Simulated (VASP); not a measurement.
## PtS2: single point with LDA

The system is PtS2.

```
Pt S
1.0
     3.61269    0.00000    0.00000
    -1.80635    3.12868    0.00000
     0.00000    0.00000    5.13763
Pt S
1 2
Direct
  0.00000 0.00000 0.00000
  0.66667 0.33333 0.77300
  0.33333 0.66667 0.22700
```

```yaml
Program: VASP 6.6.1
Task: single point
Functional: LDA
Potentials_or_basis: VASP PAW LDA potentials, release 64 (Pt, S)
Cutoff: 520 eV
k_mesh: 9 × 9 × 5
Occupations: fermi-dirac, width 0.05 eV
Spin: no spin polarisation
Dipole_correction: no
Further_INCAR_settings: ALGO = Normal; EDIFF = 1e-06; NBANDS = 18
```

```yaml
Pressure: -4.8 GPa
Largest_force: 0.005 eV/Å
Band_gap_on_the_k_mesh: 0.85 eV, indirect (least direct gap 0.90 eV)
```

Forces on the atoms (eV/Å):
```
Pt   0.000  0.000  0.000
S    0.000  0.000  0.005
S    0.000  0.000 -0.005
```

Stress tensor (GPa, compression positive):
```
-5.98  0.00  0.00
 0.00 -5.98  0.00
 0.00  0.00 -2.46
```

Levels at points of the mesh, in eV from the valence-band top:
```tsv
k point	band 8	band 9	band 10	band 11	band 12	band 13	band 14	band 15
(0.00, 0.00, 0.00)	-1.69	-1.07	-1.07	-0.08	2.26	2.26	4.70	5.07
```

Wall time 16 s on 1 thread of Intel(R) Xeon(R) 6975P-C (Granite Rapids), with other jobs on the host, peak memory 0.18 GiB.

Caveat: spin-orbit coupling is left out, which moves the levels of the heavy elements. A k mesh can miss the band edges.
